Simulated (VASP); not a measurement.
Wanted: the native input for a VASP 6.6.1 run.

| Property | Result |
| --- | --- |
| Task | single point |
| Functional | LDA |
| Potentials or basis | VASP PAW LDA potentials, release 64 (Pt, Se) |
| Cutoff | 520 eV |
| k mesh | 8 × 8 × 5 |
| Occupations | fermi-dirac, width 0.05 eV |
| Spin | no spin polarisation |
| Hubbard terms | Pt d U = 4.0 eV |
| Dipole correction | no |
| k mesh for the DOS | 12 × 12 × 8 |
| Occupations for the DOS | tetrahedron |
| Further INCAR settings | ALGO = Normal; EDIFF = 1e-06 |

Crystal: PtSe2.

```
CELL_PARAMETERS angstrom
3.72400 0.00000 0.00000
-1.86200 3.22508 0.00000
0.00000 0.00000 5.06200
ATOMIC_POSITIONS crystal
Pt 0.00000 0.00000 0.00000
Se 0.66667 0.33333 0.75000
Se 0.33333 0.66667 0.25000
```

One way to write it, as run:

POSCAR

```
PtSe2
1.0
    3.7240000000      0.0000000000      0.0000000000
   -1.8620000000      3.2250786037      0.0000000000
    0.0000000000      0.0000000000      5.0620000000
Pt Se
1 2
Direct
    0.0000000000      0.0000000000      0.0000000000
    0.6666666667      0.3333333333      0.7500000000
    0.3333333333      0.6666666667      0.2500000000
```

INCAR.step1

```
ALGO = Normal ; EDIFF = 1E-6
ENCUT = 520 ; GGA = CA
ISIF = 2 ; ISMEAR = -1
LASPH = True ; LCHARG = True
LDAU = True ; LDAUJ = 0 0
LDAUL = 2 -1 ; LDAUPRINT = 1
LDAUTYPE = 2 ; LDAUU = 4 0
LMAXMIX = 4 ; LREAL = False
LWAVE = False ; NBANDS = 18
NELM = 150 ; PREC = Accurate
SIGMA = 0.05
```

KPOINTS.step1

```
k-points
0
Gamma
  8 8 5
```

INCAR.step2

```
ALGO = Normal ; EDIFF = 1E-6
ENCUT = 520 ; GGA = CA
ICHARG = 11 ; ISIF = 2
ISMEAR = -5 ; LASPH = True
LCHARG = False ; LDAU = True
LDAUJ = 0 0 ; LDAUL = 2 -1
LDAUPRINT = 1 ; LDAUTYPE = 2
LDAUU = 4 0 ; LMAXMIX = 4
LORBIT = 11 ; LREAL = False
LWAVE = False ; NEDOS = 2001
NELM = 150 ; PREC = Accurate
SIGMA = 0.05
```

KPOINTS.step2

```
k-points
0
Gamma
  12 12 8
```

Potentials or basis: VASP PAW LDA potentials, release 64 (Pt, Se).

Launch:

```sh
$ cat potpaw_LDA.64/Pt/POTCAR potpaw_LDA.64/Se/POTCAR > POTCAR
$ cp INCAR.step1 INCAR
$ cp KPOINTS.step1 KPOINTS
$ mpirun -np 1 vasp_std > vasp.out
$ cp INCAR.step2 INCAR
$ cp KPOINTS.step2 KPOINTS
$ mpirun -np 1 vasp_std > vasp.out
```

Results of the run:

```
Valence electrons inside the program's atomic spheres : Pt 9.72; Se 3.78
```

Caveat: U without spin polarisation on a metal has little footing.

Run time: 40 s on 1 thread of Intel(R) Xeon(R) 6975P-C (Granite Rapids), with other jobs on the host, peak memory 0.24 GiB.
